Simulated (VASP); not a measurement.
A run of VASP 6.6.1 is set up as follows.

INCAR

```
SYSTEM = Au
ALGO = Fast
EDIFF = 1E-6
ENCUT = 520
GGA = PE
ISIF = 2
ISMEAR = 0
LASPH = .TRUE.
LCHARG = .FALSE.
LREAL = .FALSE.
LWAVE = .FALSE.
NBANDS = 42
NELM = 100
PREC = Accurate
SIGMA = 0.2
```

KPOINTS

```
k-points
0
G
  6 6 4
  0 0 0
```

File POSCAR:

```
Au
1.0
   -3.9819548375      0.0000000000      0.0000000000
    0.0000000000      0.0000000000     -3.9819548375
    0.0000000000     -7.9639096750      0.0000000000
Au
6
Direct
    0.5000000000      0.0000000000      0.5000000000
    0.5000000000      0.0000000000      0.0000000000
    1.0000000000      1.0000000000      0.7500000000
    0.0000000000      1.0000000000      0.2500000000
    0.0000000000      0.5000000000      1.0000000000
    1.0000000000      0.5000000000      0.5000000000
```

Potentials or basis: VASP PAW PBE potentials, release 64 (Au).

Run with:

```bash
$ cat potpaw_PBE.64/Au/POTCAR > POTCAR
$ mpirun -np 1 vasp_std > vasp.out
```

Task: What does it give for the pressure?

Result: -0.2 GPa.

Task: Estimate the band gap on the k mesh.

Result: Zero (band 33 reaches 7.51 eV, above the bottom of band 34 at 4.97 eV).

Caveat: spin-orbit coupling is left out, which moves the levels of the heavy elements.
